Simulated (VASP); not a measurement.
Write the native input for VASP 6.6.1 that does the following.

- Task: single point
- Functional: PBE
- Potentials or basis: VASP PAW PBE potentials, release 64 (Ca_sv, Si, Se)
- Cutoff: 520 eV
- k mesh: 3 × 3 × 2
- Occupations: gaussian, width 0.1 eV
- Spin: no spin polarisation
- Dipole correction: no
- Further INCAR settings: ALGO = Normal; EDIFF = 1e-06; NBANDS = 51

The structure of Ca3SiSe lies in POSCAR:

```
Ca3SiSe
1.0
    6.7160226483      0.0000000034      0.0000000000
   -3.3580113270      5.8162462241      0.0000000000
    0.0000000000      0.0000000000      9.5342046693
Ca Si Se
6 2 2
Direct
    0.5000000000      0.0000000000      0.0000000000
    0.0000000000      0.5000000000      0.0000000000
    0.5000000000      0.5000000000      0.0000000000
    0.5000000000      0.0000000000      0.5000000000
    0.0000000000      0.5000000000      0.5000000000
    0.5000000000      0.5000000000      0.5000000000
    0.0000000000      0.0000000000      0.7499958332
    0.0000000000      0.0000000000      0.2500041668
    0.0000000000      0.0000000000      0.5000000000
    0.0000000000      0.0000000000      0.0000000000
```

These files were run (other wordings do the same):

INCAR

```
SYSTEM = Ca3SiSe
ALGO = Normal
EDIFF = 1E-6
ENCUT = 520
GGA = PE
ISIF = 2
ISMEAR = 0
LASPH = .TRUE.
LCHARG = .TRUE.
LELF = .TRUE.
LREAL = .FALSE.
LVHAR = .TRUE.
LWAVE = .FALSE.
NBANDS = 51
NELM = 100
PREC = Accurate
SIGMA = 0.1
```

KPOINTS

```
k-points
0
G
  3 3 2
  0 0 0
```

Potentials or basis: VASP PAW PBE potentials, release 64 (Ca_sv, Si, Se).

Run with:

```console
$ cat potpaw_PBE.64/Ca_sv/POTCAR potpaw_PBE.64/Si/POTCAR potpaw_PBE.64/Se/POTCAR > POTCAR
$ mpirun -np 1 vasp_std > vasp.out
```

It gave:

| Item | Value |
| --- | --- |
| Pressure | 0.1 GPa |
| Band gap on the k mesh | zero (band 40 reaches 2.90 eV, above the bottom of band 41 at 2.15 eV) |

Caveat: the k points lie up to 0.36 Å⁻¹ apart.

Wall time 110 s on 1 thread of Intel(R) Xeon(R) Platinum 8488C (Sapphire Rapids), with other jobs on the host, peak memory 0.46 GiB.
